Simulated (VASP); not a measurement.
# Nb16H (a cell with a defect) in VASP: single point with PBE

Aim: the single point of Nb16H (a cell with a defect) with PBE.

Everything below comes from runs of VASP 6.6.1. Logs are shortened: lines on timing, memory, paths and dates and some standing lists are left out, and cuts for length are marked.

## (1) The cell of the first run

The cell holds a defect, 17 atoms: a = 6.617 Å, b = 6.617 Å, c = 6.617 Å, α = 90.00°, β = 90.00°, γ = 90.00°.

## (2) Single point, PBE

The input, INCAR:

```
SYSTEM = Nb16H
PREC     = Accurate       ! precision mode
ENCUT    = 520            ! plane-wave cutoff, eV
EDIFF    = 1E-7           ! SCF threshold, eV
ISMEAR   = 1              ! smearing method
SIGMA    = 0.1            ! smearing width, eV
LREAL    = Auto         
LASPH    = .TRUE.         ! aspherical terms in the spheres
NELM     = 80             ! most SCF steps
ALGO     = Normal         ! electronic algorithm
ISIF     = 2              ! what is computed and relaxed
LWAVE    = .FALSE.        ! write WAVECAR
LCHARG   = .FALSE.        ! write CHGCAR
GGA      = PE             ! functional
NBANDS   = 118            ! bands
```

The input, KPOINTS:

```
Automatic mesh
0
G
  3 3 3
  0 0 0
```

The input, POSCAR:

```
Nb16H
1.0
    6.6171497900      0.0000000000      0.0000000000
    0.0000000000      6.6171497900      0.0000000000
    0.0000000000      0.0000000000      6.6171497900
Nb H
16 1
Direct
    0.0025674196      0.0004021369      0.0000063471
    0.2545928464      0.2455121996      0.2385380489
    0.0001175733      0.0031628421      0.4999982024
    0.2546126434      0.2454969362      0.7614282826
   -0.0013410608      0.5014184513      0.0000154145
    0.2486504087      0.7497404710      0.2498761631
   -0.0088628793      0.5092118370      0.4999920064
    0.2486496531      0.7497314036      0.7501132901
    0.5042896271     -0.0043363081     -0.0000099741
    0.7503378581      0.2515898918      0.2498862883
    0.5020475742     -0.0017699463      0.4999791610
    0.7503522147      0.2516004704      0.7501060362
    0.4997414453      0.4974753639     -0.0000028713
    0.7478112416      0.7524597686      0.2511585883
    0.4971781060      0.5001246919      0.4999944243
    0.7478262027      0.7524559906      0.7488629028
    0.1907173088      0.3096496324      0.4999988069
```

Potentials or basis: VASP PAW PBE potentials, release 64 (Nb_sv, H).

Launch:

```
cat potpaw_PBE.64/Nb_sv/POTCAR potpaw_PBE.64/H/POTCAR > POTCAR
mpirun -np 1 vasp_std > vasp.out
```

OUTCAR:

```text
SYSTEM = Nb16H
   PREC = Accurate
   ENCUT = 520
   EDIFF = 1E-7
   ISMEAR = 1
   LREAL = Auto
   LASPH = .TRUE.
   NELM = 80
   ISIF = 2
   GGA = PE

 ion  position               nearest neighbor table
   1  0.003  0.000  0.000-   2 2.81   4 2.81   6 2.85   8 2.85  10 2.88  12 2.88  16 2.88  14 2.88

   2  0.255  0.246  0.239-  17 1.83  13 2.81   1 2.81   9 2.82   5 2.87  11 2.89   3 2.90  15 2.90
                             7 3.01
   3  0.000  0.003  0.500-  12 2.86  10 2.86  14 2.87  16 2.87   6 2.87   8 2.87   4 2.90   2 2.90
[... 23 lines left out ...]
  15  0.497  0.500  0.500-   8 2.86   6 2.86  14 2.87  10 2.87  12 2.87  16 2.87   4 2.90   2 2.90

  16  0.748  0.752  0.749-   7 2.81   9 2.82  11 2.83  15 2.87   3 2.87   5 2.88   1 2.88  13 2.88

  17  0.191  0.310  0.500-   4 1.83   2 1.83   7 1.87

  LATTYP: Found a simple cubic cell.
 ALAT       =     6.6171497900

  Lattice vectors:

 A1 = (   6.6171497900,   0.0000000000,   0.0000000000)
 A2 = (   0.0000000000,   6.6171497900,   0.0000000000)
 A3 = (   0.0000000000,   0.0000000000,   6.6171497900)

Analysis of symmetry for initial positions (statically):
=====================================================================
 Subroutine PRICEL returns:
 Original cell was already a primitive cell.

 Routine SETGRP: Setting up the symmetry group for a
 simple cubic supercell.

 Subroutine GETGRP returns: Found  1 space group operations
 (whereof  1 operations were pure point group operations)
 out of a pool of 48 trial point group operations.

The static configuration has the point symmetry C_1 .

Analysis of symmetry for dynamics (positions and initial velocities):
=====================================================================
 Subroutine PRICEL returns:
 Original cell was already a primitive cell.

 Routine SETGRP: Setting up the symmetry group for a
 simple cubic supercell.

 Subroutine GETGRP returns: Found  1 space group operations
 (whereof  1 operations were pure point group operations)
 out of a pool of 48 trial point group operations.

The dynamic configuration has the point symmetry C_1 .

 Subroutine INISYM returns: Found  1 space group operations
[... 116 lines left out ...]
   EDIFF  = 0.1E-06   stopping-criterion for ELM
   LREAL  =      T    real-space projection
   EDIFFG = 0.1E-05   stopping-criterion for IOM
   NSW    =      0    number of steps for IOM
   IBRION =     -1    ionic relax: 0-MD 1-quasi-New 2-CG
   NFREE  =      0    steps in history (QN), initial steepest desc. (CG)
   ISIF   =      2    stress and relaxation
   ISYM   =      2    0-nonsym 1-usesym 2-fastsym
   POTIM  = 0.5000    time-step for ionic-motion
   TEBEG  =    0.0;   TEEND  =   0.0 temperature during run
   PSTRESS=    0.0 pullay stress
   NELECT =     209.0000    total number of electrons
   NUPDOWN=      -1.0000    fix difference up-down
   EMIN   =  10.00;   EMAX   =-10.00  energy-range for DOS
   EFERMI =   0.00;   METHOD = LEGACY
   ISMEAR =     1;   SIGMA  =   0.10  broadening in eV -4-tet -1-fermi 0-gaus
   EFERMI_NEDOS =   21; number of points for ismear=-14 and -15
   IALGO  =     38    algorithm
   IMIX   =      4    mixing-type and parameters
     AMIX     =   0.40;   BMIX     =  1.00
     AMIX_MAG =   1.60;   BMIX_MAG =  1.00
  volume/ion in A,a.u.               =      17.04       115.02
  Fermi-wavevector in a.u.,A,eV,Ry     =   1.468203  2.774500 29.328972  2.155619
  Thomas-Fermi vector in A             =   2.583728
   LORBIT       =      0    0 simple, 1 ext, 2 COOP (PROOUT), +10 PAW based schemes
   GGA     = PE    functional components
   LHFCALC =     F    Hartree Fock is set to
   AEXX    =    0.0000 exact exchange contribution
   IVDW    =     0    specifies the selected vdW correction
   LEPSILON=     F    determine dielectric tensor
   LRPA    =     F    only Hartree local field effects (RPA)
 non-spin polarized calculation
 Methfessel and Paxton  Order N= 1 SIGMA  =   0.10
  energy-cutoff  :      520.00
  volume of cell :      289.74
 maximum number of plane-waves:      7814
 NGX is ok and might be reduce to    50
   NGX = 25   NGY = 25   NGZ = 25

 number of electron     209.0000013 magnetization

 Free energy of the ion-electron system (eV)
  ---------------------------------------------------
  ext. energy  EPLUGINS =         0.00000000
  ---------------------------------------------------
  free energy    TOTEN  =      -167.29793568 eV

  energy without entropy =     -167.31332438  energy(sigma->0) =     -167.30306524

 E-fermi :  11.1111     XC(G=0): -12.5016

 val. band max:       11.1109394907   @ k =   0.3333   0.0000   0.0000
 cond. band min:      11.1614281499   @ k =   0.3333   0.0000   0.3333
 fundamental gap:      0.0504886592
 Fermi energy:        11.1111306012

 k-point     1 :       0.0000    0.0000    0.0000
  band No.  band energies     occupation
      1     -43.1972      2.00000
      2     -43.0264      2.00000
      3     -43.0151      2.00000
      4     -43.0025      2.00000
      5     -42.9736      2.00000
      6     -42.9716      2.00000
[... 1655 lines left out ...]
    115      13.5394      0.00000
    116      13.5781      0.00000
 [bands above 116 left out]

------------------------ aborting loop because EDIFF is reached ----------------------------------------

  FORCE on cell =-STRESS in cart. coord.  units (eV):
  Direction    XX          YY          ZZ          XY          YZ          ZX
  --------------------------------------------------------------------------------------
  -------------------------------------------------------------------------------------
  Total        0.4251405      0.4231177      3.4694280     -1.1108990     -0.0008467      0.0008765
  in kB        2.3508785      2.3396928     19.1847246     -6.1428834     -0.0046818      0.0048469
  external PRESSURE =       7.9584320 kB  Pullay stress =       0.0000000 kB

 VOLUME and BASIS-vectors are now :
 -----------------------------------------------------------------------------
  energy-cutoff  :      520.00
  volume of cell :      289.74
      direct lattice vectors                 reciprocal lattice vectors
     6.617149790  0.000000000  0.000000000     0.151122467  0.000000000  0.000000000
     0.000000000  6.617149790  0.000000000     0.000000000  0.151122467  0.000000000
     0.000000000  0.000000000  6.617149790     0.000000000  0.000000000  0.151122467

 POSITION                                       TOTAL-FORCE (eV/Angst)
 -----------------------------------------------------------------------------------
      0.01699      0.00266      0.00004        -0.001623     -0.039000     -0.000812
      1.68468      1.62459      1.57844         0.006834     -0.006127     -0.028780
      0.00078      0.02093      3.30856        -0.009869     -0.014204      0.000058
      1.68481      1.62449      5.03849         0.006066     -0.005346      0.030612
      6.60828      3.31796      0.00010         0.034808     -0.030124     -0.001166
      1.64536      4.96115      1.65347        -0.006040     -0.005297     -0.006987
[... 9 lines left out ...]
      4.94848      4.97911      4.95534        -0.014179      0.010397      0.011277
      1.26200      2.04900      3.30857        -0.027287      0.030194     -0.000949
 -----------------------------------------------------------------------------------
    total drift:                               -0.000823      0.001366     -0.000394

  FREE ENERGIE OF THE ION-ELECTRON SYSTEM (eV)
  ---------------------------------------------------
  free  energy   TOTEN  =      -167.2979356795 eV

  energy  without entropy=     -167.3133243759  energy(sigma->0) =     -167.30306524
```

Run time: 25 min. Hardware: 1 thread of Intel Xeon Platinum 8488C (Sapphire Rapids), shared host; peak memory 0.52 GiB.

Results:

```yaml
Free_energy: -167.2979 eV
Pressure: 0.8 GPa
Largest_force: 0.046 eV/Å
Band_gap_on_the_k_mesh: zero (an odd number of electrons rules out a gap without spin polarisation)
```

Forces in eV/Å, atoms in the order of the input:
```
Nb  -0.002 -0.039 -0.001
Nb   0.007 -0.006 -0.029
Nb  -0.010 -0.014  0.000
Nb   0.006 -0.005  0.031
Nb   0.035 -0.030 -0.001
Nb  -0.006 -0.005 -0.007
Nb   0.013 -0.018  0.001
Nb  -0.005 -0.005  0.007
Nb  -0.023  0.032  0.000
Nb   0.009  0.004 -0.007
Nb  -0.025  0.021  0.001
Nb   0.009  0.003  0.008
Nb   0.038  0.005  0.000
Nb  -0.014  0.010 -0.012
Nb   0.009  0.008  0.000
Nb  -0.014  0.010  0.011
H   -0.027  0.030 -0.001
```

Levels at points of the mesh, in eV from the Fermi level:
```tsv
k point	band 99	band 100	band 101	band 102	band 103	band 104	band 105	band 106	band 107	band 108
(0.00, 0.00, 0.00)	0.38	0.41	0.69	0.89	0.92	0.93	0.97	0.97	1.00	1.01
```

The gap in the log of VASP goes by the Fermi energy; the results here count the filled bands.